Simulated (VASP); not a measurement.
Set up this calculation in VASP 6.6.1, as the native input.

| Property | Result |
| --- | --- |
| Task | single point |
| Functional | HSE06 |
| Potentials or basis | VASP PAW PBE potentials, release 64 (Si, O) |
| Cutoff | 520 eV |
| k mesh | 5 × 5 × 5 |
| Occupations | fermi-dirac, width 0.05 eV |
| Spin | no spin polarisation |
| Dipole correction | no |
| Grid for exact exchange (PRECFOCK) | Normal |
| Further INCAR settings | ALGO = Normal; EDIFF = 1e-07; NBANDS = 12 |
| Share of exact exchange | 0.25 |
| Screening parameter | 0.2079 1/Å |

Crystal: SiO.

```xyz
2
Lattice="2.8070 0.0000 0.0000 0.0000 2.8070 0.0000 0.0000 0.0000 2.8070" Properties=species:S:1:pos:R:3 pbc="T T T"
Si    0.0000    0.0000    0.0000
O     1.4035    1.4035    1.4035
```

The input as run:

POSCAR

```
SiO
1.0
    2.8069700000      0.0000000000      0.0000000000
    0.0000000000      2.8069700000      0.0000000000
    0.0000000000      0.0000000000      2.8069700000
Si O
1 1
Direct
    0.0000000000      0.0000000000      0.0000000000
    0.5000000000      0.5000000000      0.5000000000
```

INCAR.step1

```
SYSTEM = SiO
PREC = Accurate
ENCUT = 520
EDIFF = 1E-5
ISMEAR = -1
SIGMA = 0.05
LREAL = .FALSE.
LASPH = .TRUE.
NELM = 60
ALGO = Normal
ISIF = 2
LWAVE = .TRUE.
LCHARG = .FALSE.
GGA = PE
NBANDS = 12
```

INCAR.step2

```
SYSTEM = SiO
PREC = Accurate
ENCUT = 520
EDIFF = 1E-7
ISMEAR = -1
SIGMA = 0.05
LREAL = .FALSE.
LASPH = .TRUE.
NELM = 60
ALGO = Normal
ISIF = 2
LWAVE = .FALSE.
LCHARG = .FALSE.
GGA = PE
LHFCALC = .TRUE.
HFSCREEN = 0.2079
PRECFOCK = Normal
ISTART = 1
NBANDS = 12
```

KPOINTS

```
regular mesh
0
G
  5 5 5
  0 0 0
```

Potentials or basis: VASP PAW PBE potentials, release 64 (Si, O).

Launch:

```console
$ cat potpaw_PBE.64/Si/POTCAR potpaw_PBE.64/O/POTCAR > POTCAR
$ cp INCAR.step1 INCAR
$ mpirun -np 1 vasp_std > vasp.out
$ cp INCAR.step2 INCAR
$ mpirun -np 1 vasp_std > vasp.out
```

It gave:

The pressure is -1.8 GPa. The band gap on the k mesh is 0.97 eV (least direct gap 2.41 eV).

Caveat: the k points lie up to 0.45 Å⁻¹ apart; the PAW data sets were made with another functional, which shifts forces and pressure a little; an odd mesh through Γ misses points on the zone boundary, where band edges can lie.

Run time: 87 s on 1 thread of AMD EPYC 9R14 (Zen 4), on a shared host, peak memory 0.2 GiB.
